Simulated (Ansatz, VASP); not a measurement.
Al2O3: VASP beside Ansatz

```xyz
10
Lattice="2.3796 1.3738 4.2233 -2.3796 1.3738 4.2233 0.0000 -2.7477 4.2233" Properties=species:S:1:pos:R:3 pbc="T T T"
Al    0.0000    0.0000   10.7938
Al    0.0000    0.0000    8.2112
Al    0.0000    0.0000    1.8762
Al    0.0000    0.0000    4.4588
O    -0.9214   -1.3738    5.2792
O     1.6505   -0.1111    5.2792
O    -0.7291    1.4849    5.2792
O     0.9214    1.3738    7.3909
O    -1.6505    0.1111    7.3909
O     0.7291   -1.4849    7.3909
```

Change from the starting cell: strain +0.000 along x and y, -0.025 along z, atoms carried along.

Alike in both runs: task single point; functional r2SCAN; k mesh 6 × 6 × 6; occupations gaussian, width 0.05 eV; no spin polarisation.

|  | VASP | Ansatz |
| --- | --- | --- |
| version | VASP 6.6.1 | Ansatz 0.2.0 |
| potentials or method | VASP PAW PBE potentials, release 64 (Al, O), cutoff 520 eV | scalar-relativistic, plane waves, PAW |
| valence electrons in the cell | 48 | 48 |

|  | VASP | Ansatz | Ansatz less VASP |
| --- | --- | --- | --- |
| gap on the k mesh at the Fermi level (eV) | 7.26 | 7.25 | -0.017 |
| least direct gap on the mesh (eV) | 7.26 | 7.25 | -0.017 |
| pressure (GPa) | 6.0 | 6.5 | +0.49 |
| traceless stress, the component that is largest in VASP (GPa) | 7.25 | 7.28 | +0.031 |
| rms of the force components (eV/Å) | 0.068 | 0.073 | +0.0047 |

VASP's potentials were made for PBE, not for r2SCAN. Atom by atom the forces differ by 0.008 eV/Å (rms over components). The functional is the same, so the differences come from potentials, cutoffs and numerics.
